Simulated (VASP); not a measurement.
# Cd3SeS2 (I-4m2) in VASP: a series of runs

The runs below take Cd3SeS2 through single point, with PBE.

Program: VASP 6.6.1. These are calculated values, not measurements. Logs are shortened: lines on timing, memory, paths and dates and some standing lists are left out, and cuts for length are marked.

### 1 The cell of the first run

The structure is tetragonal, space group I-4m2 (No. 119). Conventional cell: a = 4.112 Å, b = 4.112 Å, c = 17.445 Å, α = 90.00°, β = 90.00°, γ = 90.00°. Within 3.3 Å of Cd (site symmetry 2mm) lie 2 Se at 2.52 Å and 2 S at 2.52 Å. Cd (site symmetry -4m2) has 4 S at 2.52 Å within 3.3 Å. Within 3.3 Å of Se (site symmetry -4m2) lie 4 Cd at 2.52 Å. S (site symmetry 2mm) has 4 Cd at 2.52 Å within 3.3 Å.

### 2 Single point, PBE

INCAR

```
ALGO     = Normal         # electronic algorithm
EDIFF    = 1E-6           # SCF threshold, eV
ENCUT    = 520            # plane-wave cutoff, eV
GGA      = PE             # functional
ISIF     = 2              # what is computed and relaxed
ISMEAR   = 0              # smearing method
LASPH    = T              # aspherical terms in the spheres
LCHARG   = F              # write CHGCAR
LREAL    = F              # projectors in reciprocal space
LWAVE    = F              # write WAVECAR
NBANDS   = 36             # bands
NELM     = 80             # most SCF steps
PREC     = Accurate       # precision mode
SIGMA    = 0.1            # smearing width, eV
```

KPOINTS

```
k-points
0
Gamma
  6 6 6
```

POSCAR

```
Cd3SeS2
1.0
   -2.0558995700      2.0558995700      8.7224431600
    2.0558995700     -2.0558995700      8.7224431600
    2.0558995700      2.0558995700     -8.7224431600
Cd Se S
3 1 2
Direct
    0.8333333300      0.8333333300      0.0000000000
    0.5000000000      0.5000000000      0.0000000000
    0.1666666700      0.1666666700      0.0000000000
    0.2500000000      0.7500000000      0.5000000000
    0.5833333300      0.0833333300      0.5000000000
    0.9166666700      0.4166666700      0.5000000000
```

Potentials or basis: VASP PAW PBE potentials, release 64 (Cd, Se, S).

Launch:

```sh
> cat potpaw_PBE.64/Cd/POTCAR potpaw_PBE.64/Se/POTCAR potpaw_PBE.64/S/POTCAR > POTCAR
> mpirun -np 1 vasp_std > vasp.out
```

OUTCAR:

```text
EDIFF = 1E-6
   ENCUT = 520
   GGA = PE
   ISIF = 2
   ISMEAR = 0
   LASPH = T
   LREAL = F
   NELM = 80
   PREC = Accurate

 ion  position               nearest neighbor table
   1  0.833  0.833  0.000-   4 2.52   4 2.52   6 2.52   6 2.52
   2  0.500  0.500  0.000-   6 2.52   5 2.52   5 2.52   6 2.52
   3  0.167  0.167  0.000-   4 2.52   4 2.52   5 2.52   5 2.52
   4  0.250  0.750  0.500-   3 2.52   1 2.52   1 2.52   3 2.52
   5  0.583  0.083  0.500-   2 2.52   2 2.52   3 2.52   3 2.52
   6  0.917  0.417  0.500-   2 2.52   2 2.52   1 2.52   1 2.52

  LATTYP: Found a body centered tetragonal cell.
 ALAT       =     4.1117991400
 C/A-ratio  =     4.2426406850

  Lattice vectors:

 A1 = (  -2.0558995700,   2.0558995700,   8.7224431600)
 A2 = (   2.0558995700,  -2.0558995700,   8.7224431600)
 A3 = (   2.0558995700,   2.0558995700,  -8.7224431600)

Analysis of symmetry for initial positions (statically):
=====================================================================
 Subroutine PRICEL returns:
 Original cell was already a primitive cell.

 Routine SETGRP: Setting up the symmetry group for a
 body centered tetragonal supercell.

 Subroutine GETGRP returns: Found  8 space group operations
 (whereof  8 operations were pure point group operations)
 out of a pool of 16 trial point group operations.

The static configuration has the point symmetry D_2d.

Analysis of symmetry for dynamics (positions and initial velocities):
=====================================================================
 Subroutine PRICEL returns:
 Original cell was already a primitive cell.

 Routine SETGRP: Setting up the symmetry group for a
 body centered tetragonal supercell.

 Subroutine GETGRP returns: Found  8 space group operations
 (whereof  8 operations were pure point group operations)
 out of a pool of 16 trial point group operations.

The dynamic configuration has the point symmetry D_2d.

 Subroutine INISYM returns: Found  8 space group operations
 (whereof  8 operations are pure point group operations),
 and found     1 'primitive' translations

----------------------------------------------------------------------------------------

                                     Primitive cell

  volume of cell :     147.4694
[... 96 lines left out ...]
   NELM   =     80;   NELMIN=  2; NELMDL= -5     # of ELM steps
   EDIFF  = 0.1E-05   stopping-criterion for ELM
   LREAL  =      F    real-space projection
   EDIFFG = 0.1E-04   stopping-criterion for IOM
   NSW    =      0    number of steps for IOM
   IBRION =     -1    ionic relax: 0-MD 1-quasi-New 2-CG
   NFREE  =      0    steps in history (QN), initial steepest desc. (CG)
   ISIF   =      2    stress and relaxation
   ISYM   =      2    0-nonsym 1-usesym 2-fastsym
   POTIM  = 0.5000    time-step for ionic-motion
   TEBEG  =    0.0;   TEEND  =   0.0 temperature during run
   PSTRESS=    0.0 pullay stress
   NELECT =      54.0000    total number of electrons
   NUPDOWN=      -1.0000    fix difference up-down
   EMIN   =  10.00;   EMAX   =-10.00  energy-range for DOS
   EFERMI =   0.00;   METHOD = LEGACY
   ISMEAR =     0;   SIGMA  =   0.10  broadening in eV -4-tet -1-fermi 0-gaus
   EFERMI_NEDOS =   21; number of points for ismear=-14 and -15
   IALGO  =     38    algorithm
   IMIX   =      4    mixing-type and parameters
     AMIX     =   0.40;   BMIX     =  1.00
     AMIX_MAG =   1.60;   BMIX_MAG =  1.00
  volume/ion in A,a.u.               =      24.58       165.86
  Fermi-wavevector in a.u.,A,eV,Ry     =   1.171221  2.213286 18.663903  1.371758
  Thomas-Fermi vector in A             =   2.307668
   LORBIT       =      0    0 simple, 1 ext, 2 COOP (PROOUT), +10 PAW based schemes
   GGA     = PE    functional components
   LHFCALC =     F    Hartree Fock is set to
   AEXX    =    0.0000 exact exchange contribution
   IVDW    =     0    specifies the selected vdW correction
   LEPSILON=     F    determine dielectric tensor
   LRPA    =     F    only Hartree local field effects (RPA)
 non-spin polarized calculation
 Gauss-broadening in eV      SIGMA  =   0.10
  energy-cutoff  :      520.00
  volume of cell :      147.47
 maximum number of plane-waves:      4025
 NGX is ok and might be reduce to    70
   NGX = 35   NGY = 35   NGZ = 35

 number of electron      54.0000000 magnetization

 Free energy of the ion-electron system (eV)
  ---------------------------------------------------
  ext. energy  EPLUGINS =         0.00000000
  ---------------------------------------------------
  free energy    TOTEN  =       -17.35010080 eV

  energy without entropy =      -17.35010080  energy(sigma->0) =      -17.35010080

 E-fermi :   2.0594     XC(G=0):  -9.3018

 val. band max:        1.6408787592   @ k =   0.0000   0.0000   0.0000
 cond. band min:       2.7118310240   @ k =   0.0000   0.0000   0.0000
 fundamental gap:      1.0709522648
 Fermi energy:         2.0594086843

 k-point     1 :       0.0000    0.0000    0.0000
  band No.  band energies     occupation
      1     -11.3177      2.00000
      2     -10.6853      2.00000
      3     -10.4887      2.00000
      4      -6.4184      2.00000
      5      -6.4104      2.00000
      6      -6.4104      2.00000
[... 925 lines left out ...]
     35       8.3068      0.00000
     36       8.7268      0.00000

 [... further k-points ...]

------------------------ aborting loop because EDIFF is reached ----------------------------------------

  FORCE on cell =-STRESS in cart. coord.  units (eV):
  Direction    XX          YY          ZZ          XY          YZ          ZX
  --------------------------------------------------------------------------------------
  -------------------------------------------------------------------------------------
  Total        6.6213550      6.6213550      6.5528594      0.0000000      0.0000000      0.0000000
  in kB       71.9375307     71.9375307     71.1933615      0.0000000      0.0000000      0.0000000
  external PRESSURE =      71.6894743 kB  Pullay stress =       0.0000000 kB

 VOLUME and BASIS-vectors are now :
 -----------------------------------------------------------------------------
  energy-cutoff  :      520.00
  volume of cell :      147.47
      direct lattice vectors                 reciprocal lattice vectors
    -2.055899570  2.055899570  8.722443160     0.000000000  0.243202541  0.057323389
     2.055899570 -2.055899570  8.722443160     0.243202541  0.000000000  0.057323389
     2.055899570  2.055899570 -8.722443160     0.243202541  0.243202541  0.000000000

 POSITION                                       TOTAL-FORCE (eV/Angst)
 -----------------------------------------------------------------------------------
      0.00000      0.00000     14.53741        -0.000000      0.000000      0.812209
      0.00000      0.00000      8.72244         0.000000     -0.000000     -0.000000
      0.00000      0.00000      2.90748        -0.000000      0.000000     -0.812209
      2.05590     -0.00000      4.36122         0.000000     -0.000000     -0.000000
      0.00000      2.05590      1.45374         0.000000     -0.000000     -0.088388
      0.00000      2.05590      7.26870         0.000000     -0.000000      0.088388
 -----------------------------------------------------------------------------------
    total drift:                                0.000001     -0.000001      0.000000

  FREE ENERGIE OF THE ION-ELECTRON SYSTEM (eV)
  ---------------------------------------------------
  free  energy   TOTEN  =       -17.3501007991 eV

  energy  without entropy=      -17.3501007991  energy(sigma->0) =      -17.35010080
```

Run time: 6.5 min. Hardware: 1 thread of Intel Xeon 6975P-C (Granite Rapids), shared host; peak memory 0.74 GiB.

What came out:

- Free energy: -17.3501 eV
- Pressure: 7.2 GPa
- Largest force: 0.812 eV/Å
- Band gap on the k mesh: 1.07 eV

Forces in eV/Å, atoms in the order of the input:
```
Cd   0.000  0.000  0.812
Cd   0.000  0.000  0.000
Cd   0.000  0.000 -0.812
Se   0.000  0.000  0.000
S    0.000  0.000 -0.088
S    0.000  0.000  0.088
```

Caveat: the cell stands under pressure.

### 3 Single point, PBE

This run uses another cell than the first one, of 27.28 Å³/atom.

INCAR

```
SYSTEM = Cd3SeS2
ALGO     = Normal         ! electronic algorithm
EDIFF    = 1E-7           ! SCF threshold, eV
ENCUT    = 520            ! plane-wave cutoff, eV
GGA      = PE             ! functional
ISIF     = 2              ! what is computed and relaxed
ISMEAR   = 0              ! smearing method
LASPH    = .True.         ! aspherical terms in the spheres
LCHARG   = .False.        ! write CHGCAR
LREAL    = .False.        ! projectors in reciprocal space
LWAVE    = .False.        ! write WAVECAR
NBANDS   = 36             ! bands
NELM     = 100            ! most SCF steps
PREC     = Accurate       ! precision mode
SIGMA    = 0.1            ! smearing width, eV
```

KPOINTS

```
k-points
0
Gamma
  6 6 6
  0 0 0
```

POSCAR

```
Cd3SeS2
1.0
   -2.1305653877      2.1305653877      9.0154389662
    2.1305653877     -2.1305653877      9.0154389662
    2.1305653877      2.1305653877     -9.0154389662
Cd Se S
3 1 2
Direct
    0.8390510969      0.8390510969      0.0000000000
    0.5000000000      0.5000000000      0.0000000000
    0.1609489031      0.1609489031      0.0000000000
    0.2500000000      0.7500000000      0.5000000000
    0.5803746098      0.0803746098      0.5000000000
    0.9196253902      0.4196253902      0.5000000000
```

Potentials or basis: VASP PAW PBE potentials, release 64 (Cd, Se, S).

Launch:

```sh
> cat potpaw_PBE.64/Cd/POTCAR potpaw_PBE.64/Se/POTCAR potpaw_PBE.64/S/POTCAR > POTCAR
> mpirun -np 1 vasp_std > vasp.out
```

Run time: 9.8 min. Hardware: 1 thread of Intel Xeon 6975P-C (Granite Rapids), shared host; peak memory 0.8 GiB.

Results (log left out):

```
Free energy            : -17.7631 eV
Pressure               : 0.1 GPa
Largest force          : 0.021 eV/Å
Band gap on the k mesh : 0.79 eV
```

Forces in eV/Å, atoms in the order of the input:
```
Cd   0.000  0.000 -0.021
Cd   0.000  0.000  0.000
Cd   0.000  0.000  0.021
Se   0.000  0.000  0.000
S    0.000  0.000  0.001
S    0.000  0.000 -0.001
```

Levels at points of the mesh, in eV from the valence-band top:
```csv
k point,band 25,band 26,band 27,band 28,band 29,band 30
"(0.00, 0.00, 0.00)",-0.05,0.00,0.00,0.79,3.63,3.73
"(0.50, 0.00, 0.00)",-0.92,-0.72,-0.36,2.66,3.51,3.58
"(0.50, 0.50, 0.00)",-1.94,-1.72,-1.66,3.43,4.03,4.56
"(0.50, 0.50, 0.50)",-0.71,-0.33,-0.33,2.44,2.52,3.46
```

Caveat: semilocal functionals underestimate gaps, and a narrow one can read as zero. A k mesh can miss the band edges.

[end of part 1 of 2]
